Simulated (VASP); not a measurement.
Here is a VASP 6.6.1 calculation.

Contents of INCAR:

```
SYSTEM = Sc
  PREC = Accurate
  ENCUT = 520
  EDIFF = 1E-6
  ISMEAR = -1
  SIGMA = 0.1
  LREAL = .FALSE.
  LASPH = .TRUE.
  NELM = 80
  ALGO = Normal
  ISIF = 2
  LWAVE = .FALSE.
  LCHARG = .FALSE.
  GGA = B5
  ALDAX = 1.0
  AGGAX = 1.0
  AGGAC = 1.0
  ALDAC = 0.0
  NBANDS = 12
```

The input KPOINTS:

```
Automatic mesh
0
G
  14 14 14
  0 0 0
```

POSCAR

```
Sc
1.0
   -1.8230247287      1.8230247287      1.8230247287
    1.8230247287     -1.8230247287      1.8230247287
    1.8230247287      1.8230247287     -1.8230247287
Sc
1
Direct
    0.0000000000      0.0000000000      0.0000000000
```

Potentials or basis: VASP PAW PBE potentials, release 64 (Sc_sv).

Command:

```sh
$ cat potpaw_PBE.64/Sc_sv/POTCAR > POTCAR
$ mpirun -np 1 vasp_std > vasp.out
```

(1) What does it give for the pressure?

Results:

(1) 2.2 GPa.

Caveat: the PAW data sets were made with another functional, which shifts forces and pressure a little.
